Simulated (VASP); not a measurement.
SnSe2: single point with r2SCAN

Crystal: SnSe2.

```
Sn Se
1.0
     3.82516    0.00000    0.00000
    -1.91258    3.31269    0.00000
     0.00000    0.00000    6.22706
Sn Se
1 2
Cartesian
  0.0000 0.0000 0.0000
  0.0000 2.2085 1.5759
  1.9126 1.1042 4.6511
```

```
Program             : VASP 6.6.1
Task                : single point
Functional          : r2SCAN
Potentials or basis : VASP PAW PBE potentials, release 64 (Sn_d, Se)
Cutoff              : 520 eV
k mesh              : 12 × 12 × 4
Occupations         : gaussian, width 0.01 eV
Spin                : no spin polarisation
```

The pressure is 1.0 GPa. The largest force is 0.016 eV/Å. The band gap on the k mesh is 1.01 eV (least direct gap 1.49 eV).

Forces in eV/Å, atoms in the order of the input:
```
Sn   0.000  0.000  0.000
Se   0.000  0.000 -0.016
Se   0.000  0.000  0.016
```

Levels at points of the mesh, in eV from the valence-band top:
```csv
k point,band 10,band 11,band 12,band 13,band 14,band 15,band 16,band 17
"(0.00, 0.00, 0.00)",-0.59,-0.31,-0.31,-0.11,1.43,3.58,5.06,5.06
"(0.50, 0.00, 0.00)",-2.93,-2.54,-1.23,-0.28,1.40,4.26,5.78,5.85
"(0.00, 0.00, 0.50)",-0.69,-0.69,-0.15,-0.15,2.82,3.52,4.80,4.80
"(0.50, 0.00, 0.50)",-2.36,-2.00,-0.82,-0.67,1.01,4.65,5.19,6.32
```

Wall time 9.6 min on 1 thread of Intel Xeon 8259CL, on a shared host, peak memory 0.27 GiB.

Caveat: the PAW data sets were made with another functional, which shifts forces and pressure a little; spin-orbit coupling is left out, which moves the levels of the heavy elements. A k mesh can miss the band edges.
